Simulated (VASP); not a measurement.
In2S: single point with PBE

In2S:

```xyz
3
Lattice="4.7055 0.0000 0.0000 -2.3528 4.0751 0.0000 0.0000 0.0000 4.5158" Properties=species:S:1:pos:R:3 pbc="T T T"
In    0.0000    2.7167    2.0190
In    2.3528    1.3584    2.0190
S     0.0000    0.0000    3.2860
```

The cell was built from a structure type or drawn by symmetry, and may not be a known phase.

| Property | Result |
| --- | --- |
| Program | VASP 6.6.1 |
| Task | single point |
| Functional | PBE |
| Potentials or basis | VASP PAW PBE potentials, release 64 (In_d, S) |
| Cutoff | 520 eV |
| k mesh | 6 × 6 × 4 |
| Occupations | gaussian, width 0.1 eV |
| Spin | no spin polarisation |
| Dipole correction | no |
| Further INCAR settings | ALGO = Normal; EDIFF = 1e-07; NBANDS = 23 |

The pressure is 5.3 GPa. The largest force is 0.491 eV/Å and the band gap on the k mesh is zero (bands 16 and 17 overlap by 0.46 eV).

Forces in eV/Å, atoms in the order of the input:
```
In   0.000  0.000 -0.246
In   0.000  0.000 -0.246
S    0.000  0.000  0.491
```

Stress tensor (GPa, compression positive):
```
 8.06  0.00  0.00
 0.00  8.06  0.00
 0.00  0.00 -0.17
```

Levels at points of the mesh, in eV from the Fermi level:
| k point | band 12 | band 13 | band 14 | band 15 | band 16 | band 17 | band 18 | band 19 | band 20 | band 21 |
| --- | --- | --- | --- | --- | --- | --- | --- | --- | --- | --- |
| (0.00, 0.00, 0.00) | -6.69 | -2.44 | -2.44 | -1.72 | 0.34 | 0.34 | 0.78 | 0.99 | 6.09 | 6.69 |
| (0.50, 0.00, 0.00) | -7.21 | -4.38 | -3.63 | -1.51 | -0.80 | 2.06 | 2.70 | 3.39 | 4.76 | 5.73 |
| (0.00, 0.00, 0.50) | -7.08 | -2.29 | -2.29 | -1.85 | -0.08 | 0.71 | 0.71 | 1.61 | 4.94 | 5.10 |
| (0.50, 0.00, 0.50) | -6.75 | -4.69 | -3.31 | -2.46 | -1.54 | 1.20 | 1.54 | 3.04 | 5.23 | 7.91 |

Run time: 31 s on 1 thread of Intel(R) Xeon(R) Platinum 8259CL CPU @ 2.50GHz (Skylake/Cascade Lake) (shared host), peak memory 0.21 GiB.

Caveat: the cell stands under pressure; spin-orbit coupling is left out, which moves the levels of the heavy elements.
